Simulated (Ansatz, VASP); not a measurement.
# Two plane-wave programs on Pb

Contents of INCAR:

```
SYSTEM = Pb
ALGO     = Fast           ! electronic algorithm
EDIFF    = 1E-6           ! SCF threshold, eV
ENCUT    = 520            ! plane-wave cutoff, eV
GGA      = PE             ! functional
ISIF     = 2              ! what is computed and relaxed
ISMEAR   = 0              ! smearing method
LASPH    = .TRUE.         ! aspherical terms in the spheres
LCHARG   = .FALSE.        ! write CHGCAR
LREAL    = .FALSE.        ! projectors in reciprocal space
LWAVE    = .FALSE.        ! write WAVECAR
NBANDS   = 13             ! bands
NELM     = 100            ! most SCF steps
PREC     = Accurate       ! precision mode
SIGMA    = 0.15           ! smearing width, eV
```

The input KPOINTS:

```
k-points
0
G
  16 16 16
  0 0 0
```

Contents of POSCAR:

```
Pb
1.0
    0.0000000000      2.4698000000      2.6179880000
    2.4698000000      0.0000000000      2.6179880000
    2.4698000000      2.4698000000      0.0000000000
Pb
1
Direct
    0.0000000000      0.0000000000      0.0000000000
```

Input for Ansatz:

```yaml
crystal:
  lattice:
    - [0.0, 2.4698, 2.617988]
    - [2.4698, 0.0, 2.617988]
    - [2.4698, 2.4698, 0.0]
  atoms:
    - { symbol: Pb, position: [0.0, 0.0, 0.0] }
basis:
  ecutwfc: 420
kpoints:
  mp_grid: { grid: [16, 16, 16] }
hamiltonian:
  xc: pbe
scf:
  occupations: { method: gaussian, width: 0.15 }
output:
  forces: true
  stress: true
  eigenvalues: true
```

Change from the starting cell: strain +0.0600 x Voigt [0, 0, 1, 0, 0, 0], atoms carried along.

Alike in both runs: task single point; functional PBE; k mesh 16 × 16 × 16; occupations gaussian, width 0.15 eV; no spin polarisation.

```csv
,VASP,Ansatz
version,VASP 6.6.1,Ansatz 0.2.0
potentials or method,"VASP PAW PBE potentials, release 64 (Pb_d), cutoff 520 eV","scalar-relativistic, plane waves, PAW"
valence electrons in the cell,14,14
```

```tsv
	VASP	Ansatz	Ansatz less VASP
gap on the k mesh at the Fermi level (eV)	none	none	-
pressure (GPa)	0.0	0.0	+0.01
traceless stress, the component that is largest in VASP (GPa)	-0.51	-0.51	-0.003
```

A gap of «none» marks a metal or a gap that the smearing closes. The functional is the same, so the differences come from potentials, cutoffs and numerics.

Spin-orbit coupling is off throughout.
